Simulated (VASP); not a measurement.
Wanted: the native input for a VASP 6.6.1 run.

```yaml
Task: single point
Functional: PBE
Potentials_or_basis: VASP PAW PBE potentials, release 64 (Ti_sv, O)
Cutoff: 520 eV
k_mesh: 6 × 6 × 5
Occupations: fermi-dirac, width 0.05 eV
Spin: no spin polarisation
Hubbard_terms: Ti d U = 3.0 eV
Dipole_correction: no
Further_INCAR_settings: ALGO = Normal; EDIFF = 1e-06; NBANDS = 46
```

The structure of TiO2 lies in POSCAR:

```
TiO2
1.0
    5.7740146716      0.0000000000      0.0000000000
   -2.8870073358      5.0004433874      0.0000000000
    0.0000000000      0.0000000000      6.3453732317
Ti O
3 6
Direct
    0.4999823769      0.0000000000      0.3333333333
    0.0000000000      0.4999823769      0.6666666667
    0.5000176231      0.5000176231      0.0000000000
    0.5733101939      0.7867427797      0.1665716116
    0.7865674142      0.2132572203      0.5000950550
    0.2134325858      0.4266898061      0.8332382783
    0.7867427797      0.5733101939      0.8334283884
    0.2132572203      0.7865674142      0.4999049450
    0.4266898061      0.2134325858      0.1667617217
```

The input as run:

INCAR

```
SYSTEM = TiO2
ALGO     = Normal         ! electronic algorithm
EDIFF    = 1E-6           ! SCF threshold, eV
ENCUT    = 520            ! plane-wave cutoff, eV
GGA      = PE             ! functional
ISIF     = 2              ! what is computed and relaxed
ISMEAR   = -1             ! smearing method
LASPH    = .True.         ! aspherical terms in the spheres
LCHARG   = .False.        ! write CHGCAR
LDAU     = .True.         ! DFT+U
LDAUJ    = 0 0          
LDAUL    = 2 -1           ! shell
LDAUPRINT= 1            
LDAUTYPE = 2            
LDAUU    = 3 0            ! U, eV
LMAXMIX  = 4              ! l up to which the mixer works
LREAL    = .False.        ! projectors in reciprocal space
LWAVE    = .False.        ! write WAVECAR
NBANDS   = 46             ! bands
NELM     = 150            ! most SCF steps
PREC     = Accurate       ! precision mode
SIGMA    = 0.05           ! smearing width, eV
```

KPOINTS

```
k-points
0
Gamma
  6 6 5
  0 0 0
```

Potentials or basis: VASP PAW PBE potentials, release 64 (Ti_sv, O).

Run with:

```console
$ cat potpaw_PBE.64/Ti_sv/POTCAR potpaw_PBE.64/O/POTCAR > POTCAR
$ mpirun -np 1 vasp_std > vasp.out
```

Results of the run:

```
Pressure               : 2.6 GPa
Largest force          : 0.165 eV/Å
Band gap on the k mesh : 3.71 eV (least direct gap 3.80 eV)
```

Run time: 4.2 min on 1 thread of Intel(R) Xeon(R) Platinum 8259CL CPU @ 2.50GHz (Skylake/Cascade Lake) (shared host), peak memory 0.41 GiB.
